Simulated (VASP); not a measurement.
Write the native input for VASP 6.6.1 that does the following.

- Task: single point
- Functional: PBE
- Potentials or basis: VASP PAW PBE potentials, release 64 (Re)
- Cutoff: 520 eV
- k mesh: 18 × 18 × 10
- Occupations: gaussian, width 0.15 eV
- Spin: no spin polarisation
- Dipole correction: no
- Further INCAR settings: ALGO = Normal; EDIFF = 1e-06; NBANDS = 14

The structure of Re lies in POSCAR:

```
Re
1.0
    2.7748241524      0.0000000000      0.0000000000
   -1.3874120762      2.4030682070      0.0000000000
    0.0000000000      0.0000000000      4.4842238099
Re
2
Direct
    0.3333333333      0.6666666667      0.2066480157
    0.6666666667      0.3333333333      0.7933519843
```

This cell differs from its parent crystal: atoms displaced along a vibrational mode.

These files were run (other wordings do the same):

INCAR

```
SYSTEM = Re
ALGO     = Normal         ! electronic algorithm
EDIFF    = 1E-6           ! SCF threshold, eV
ENCUT    = 520            ! plane-wave cutoff, eV
GGA      = PE             ! functional
ISIF     = 2              ! what is computed and relaxed
ISMEAR   = 0              ! smearing method
LASPH    = .True.         ! aspherical terms in the spheres
LCHARG   = .False.        ! write CHGCAR
LREAL    = .False.        ! projectors in reciprocal space
LWAVE    = .False.        ! write WAVECAR
NBANDS   = 14             ! bands
NELM     = 100            ! most SCF steps
PREC     = Accurate       ! precision mode
SIGMA    = 0.15           ! smearing width, eV
```

KPOINTS

```
k-points
0
Gamma
  18 18 10
  0 0 0
```

Potentials or basis: VASP PAW PBE potentials, release 64 (Re).

The run is started by

```console
$ cat potpaw_PBE.64/Re/POTCAR > POTCAR
$ mpirun -np 1 vasp_std > vasp.out
```

It gave:

```
Pressure               : 25.5 GPa
Largest force          : 5.556 eV/Å
Band gap on the k mesh : zero (bands 7 and 8 overlap by 2.77 eV)
```

Caveat: the cell differs from its parent crystal (atoms displaced along a vibrational mode); the stress differs along the axes, from 20 to 36 GPa; spin-orbit coupling is left out, which moves the levels of the heavy elements; forces of over 1 eV/Å act on the atoms, so gaps and moduli don't describe the material at rest.

Wall time 3.7 min on 1 thread of Oxide Virtual Turin-like Processor (shared host), peak memory 0.22 GiB.
